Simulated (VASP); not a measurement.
Here is a VASP 6.6.1 calculation.

The input INCAR:

```
PREC     = Accurate       # precision mode
ENCUT    = 520            # plane-wave cutoff, eV
EDIFF    = 1E-6           # SCF threshold, eV
ISMEAR   = 0              # smearing method
SIGMA    = 0.1            # smearing width, eV
LREAL    = F              # projectors in reciprocal space
LASPH    = T              # aspherical terms in the spheres
NELM     = 100            # most SCF steps
ALGO     = Normal         # electronic algorithm
ISIF     = 2              # what is computed and relaxed
LWAVE    = F              # write WAVECAR
LCHARG   = F              # write CHGCAR
GGA      = PS             # functional
IVDW     = 12             # dispersion correction
NBANDS   = 33             # bands
```

KPOINTS

```
Automatic mesh
0
Gamma
  12 12 6
```

File POSCAR:

```
Ta4O
1.0
    3.1828049206      0.0000000000      0.0000000000
    0.0000000000      3.1828049206      0.0000000000
    0.0000000000      0.0000000000      7.3062968537
Ta O
4 1
Direct
    0.0000000000      0.0000000000      0.5000000000
    0.5000000000      0.5000000000      0.7828010290
    0.5000000000      0.5000000000      0.2171989710
    0.0000000000      0.0000000000      0.0000000000
    0.5000000000      0.5000000000      0.5000000000
```

Potentials or basis: VASP PAW PBE potentials, release 64 (Ta_pv, O).

The run is started by

```console
$ cat potpaw_PBE.64/Ta_pv/POTCAR potpaw_PBE.64/O/POTCAR > POTCAR
$ mpirun -np 1 vasp_std > vasp.out
```

(1) Predict the largest force.

(2) Predict the band gap on the k mesh.

(3) Estimate the pressure.

Results:

(1) 0.038 eV/Å.

(2) zero (band 25 reaches 7.34 eV, above the bottom of band 26 at 6.26 eV).

(3) -0.9 GPa.

Caveat: three body term missing; the PAW data sets were made with another functional, which shifts forces and pressure a little; spin-orbit coupling is left out, which moves the levels of the heavy elements; pairwise dispersion overbinds metals, which lowers pressure and volume.
